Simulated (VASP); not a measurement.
Wanted: the native input for a VASP 6.6.1 run.

* Task: single point
* Functional: LDA
* Potentials or basis: VASP PAW LDA potentials, release 64 (Ir)
* Cutoff: 520 eV
* k mesh: 14 × 14 × 14
* Occupations: methfessel-paxton, width 0.01 eV
* Spin: no spin polarisation
* Dipole correction: no
* Further INCAR settings: ALGO = Normal; EDIFF = 1e-07; NBANDS = 10

The structure of Ir lies in POSCAR:

```
Ir
1.0
    0.0000000000      1.9060927672      1.9060927672
    1.9060927672      0.0000000000      1.9060927672
    1.9060927672      1.9060927672      0.0000000000
Ir
1
Direct
    0.0000000000      0.0000000000      0.0000000000
```

The input as run:

INCAR

```
SYSTEM = Ir
ALGO = Normal ; EDIFF = 1E-7
ENCUT = 520 ; GGA = CA
ISIF = 2 ; ISMEAR = 1
LASPH = .TRUE. ; LCHARG = .FALSE.
LREAL = .FALSE. ; LWAVE = .FALSE.
NBANDS = 10 ; NELM = 80
PREC = Accurate ; SIGMA = 0.01
```

KPOINTS

```
k-points
0
G
  14 14 14
  0 0 0
```

Potentials or basis: VASP PAW LDA potentials, release 64 (Ir).

Launch:

```bash
$ cat potpaw_LDA.64/Ir/POTCAR > POTCAR
$ mpirun -np 1 vasp_std > vasp.out
```

Results of the run:

```yaml
Pressure: 2.4 GPa
```

Wall time 12 s on 1 thread of Intel Xeon 6975P-C, with other jobs on the host, peak memory 0.13 GiB.
